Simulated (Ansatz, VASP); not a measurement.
**One calculation of Na4H, two programs**

The input INCAR:

```
SYSTEM = Na4H
PREC = Accurate
ENCUT = 520
EDIFF = 1E-6
ISMEAR = 0
SIGMA = 0.1
LREAL = .False.
LASPH = .True.
NELM = 100
ALGO = Normal
ISIF = 2
LWAVE = .False.
LCHARG = .False.
LDIPOL = .True.
IDIPOL = 3
DIPOL = 0.5 0.5 0.289
GGA = PE
NBANDS = 40
```

File KPOINTS:

```
Automatic mesh
0
Gamma
  4 4 1
  0 0 0
```

POSCAR

```
Na4H
1.0
    7.2665057608      0.0000000000      0.0000000000
   -2.4221685869      6.8509273320      0.0000000000
    0.0000000000      0.0000000000     20.9665385532
Na H
8 2
Direct
    0.2500000000      0.2500000000      0.1907801800
    0.2500000000      0.7500000000      0.1907801800
    0.7500000000      0.2500000000      0.1907801800
    0.7500000000      0.7500000000      0.1907801800
    0.0000000000      0.0000000000      0.3322693699
    0.0000000000      0.5000000000      0.3322693699
    0.5000000000      0.0000000000      0.3322693699
    0.5000000000      0.5000000000      0.3322693699
   -0.0632353452      0.7500000000      0.3995193833
    0.0632353452      0.7500000000      0.3995193833
```

Input for Ansatz:

```yaml
crystal:
  lattice:
    - [7.2665057608, 0.0, 0.0]
    - [-2.4221685869, 6.850927332, 0.0]
    - [0.0, 0.0, 20.9665385532]
  atoms:
    - { symbol: Na, position: [0.25, 0.25, 0.19078018] }
    - { symbol: Na, position: [0.25, 0.75, 0.19078018] }
    - { symbol: Na, position: [0.75, 0.25, 0.19078018] }
    - { symbol: Na, position: [0.75, 0.75, 0.19078018] }
    - { symbol: Na, position: [0.0, 0.0, 0.3322693699] }
    - { symbol: Na, position: [0.0, 0.5, 0.3322693699] }
    - { symbol: Na, position: [0.5, 0.0, 0.3322693699] }
    - { symbol: Na, position: [0.5, 0.5, 0.3322693699] }
    - { symbol: H, position: [-0.0632353452, 0.75, 0.3995193833] }
    - { symbol: H, position: [0.0632353452, 0.75, 0.3995193833] }
basis:
  ecutwfc: 420
kpoints:
  mp_grid: { grid: [4, 4, 1] }
hamiltonian:
  xc: pbe
scf:
  occupations: { method: gaussian, width: 0.1 }
output:
  forces: true
  eigenvalues: true
efield:
  axis: 3
  dipole_correction: true
  ramp_width: 0.04
```

Alike in both runs: task single point; functional PBE; k mesh 4 × 4 × 1; occupations gaussian, width 0.1 eV; no spin polarisation.

|  | VASP | Ansatz |
| --- | --- | --- |
| version | VASP 6.6.1 | Ansatz 0.2.0 |
| potentials or method | VASP PAW PBE potentials, release 64 (Na_pv, H), cutoff 520 eV | scalar-relativistic, plane waves, PAW |
| valence electrons in the cell | 58 | 74 |

|  | VASP | Ansatz | Ansatz less VASP |
| --- | --- | --- | --- |
| gap on the k mesh at the Fermi level (eV) | none | none | - |
| rms of the force components (eV/Å) | 0.594 | 0.594 | -0.0002 |

Atom by atom the forces differ by 0.001 eV/Å (rms over components). A gap of «none» marks a metal or a gap that the smearing closes. The functional is the same, so the differences come from potentials, cutoffs and numerics. VASP's potentials hold 58 valence electrons a cell and Ansatz's 74, so a difference there can come from the potentials and not from the codes.
